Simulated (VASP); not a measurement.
Write the native input for VASP 6.6.1 that does the following.

```
Task                   : relaxation of cell and atoms
Functional             : PBEsol
Potentials or basis    : VASP PAW PBE potentials, release 64 (Pt)
Cutoff                 : 600 eV
k mesh                 : 18 × 18 × 9
Occupations            : fermi-dirac, width 0.1 eV
Spin                   : no spin polarisation
Dipole correction      : no
Further INCAR settings : ALGO = Normal; EDIFF = 1e-06; IBRION = 2; EDIFFG = -0.03; NSW = 80; ISIF = 3
```

The structure of Pt lies in POSCAR:

```
Pt
1.0
    2.7319304678      0.0000000000      0.0000000000
   -1.3659652339      2.3659211865      0.0000000000
    0.0000000000      0.0000000000      4.6877049151
Pt
2
Direct
    0.3333333333      0.6666666667      0.2500000000
    0.6666666667      0.3333333333      0.7500000000
```

This isn't the form of Pt at room conditions, which is fcc.

One way to write it, as run:

INCAR

```
PREC = Accurate ; ENCUT = 600
EDIFF = 1E-6 ; ISMEAR = -1
SIGMA = 0.1 ; LREAL = False
LASPH = True ; NELM = 80
ALGO = Normal ; ISIF = 3
LWAVE = False ; LCHARG = False
GGA = PS ; IBRION = 2
NSW = 80 ; EDIFFG = -0.03
```

KPOINTS

```
Automatic mesh
0
Gamma
  18 18 9
```

Potentials or basis: VASP PAW PBE potentials, release 64 (Pt).

Command:

```console
$ cat potpaw_PBE.64/Pt/POTCAR > POTCAR
$ mpirun -np 1 vasp_std > vasp.out
```

Results of the run:

```
Relaxed volume                        : 15.13 Å³/atom
Relaxed cell                          : a = 2.731 Å, b = 2.731 Å, c = 4.685 Å, α = 90.00°, β = 90.00°, γ = 120.00°
Space group after relaxing (to 0.1 Å) : P6_3/mmc (No. 194)
Energy gained by relaxing             : 0.0 meV/atom
Ionic steps                           : 3
Pressure after relaxing               : 0.0 GPa
Band gap on the k mesh                : zero (bands 10 and 11 overlap by 1.31 eV)
```

Caveat: the PAW data sets were made with another functional, which shifts forces and pressure a little; spin-orbit coupling is left out, which moves the levels of the heavy elements.

Run time: 86 s on 1 thread of AMD EPYC 9R45 96-Core Processor (Zen 5) (shared host), peak memory 0.19 GiB.
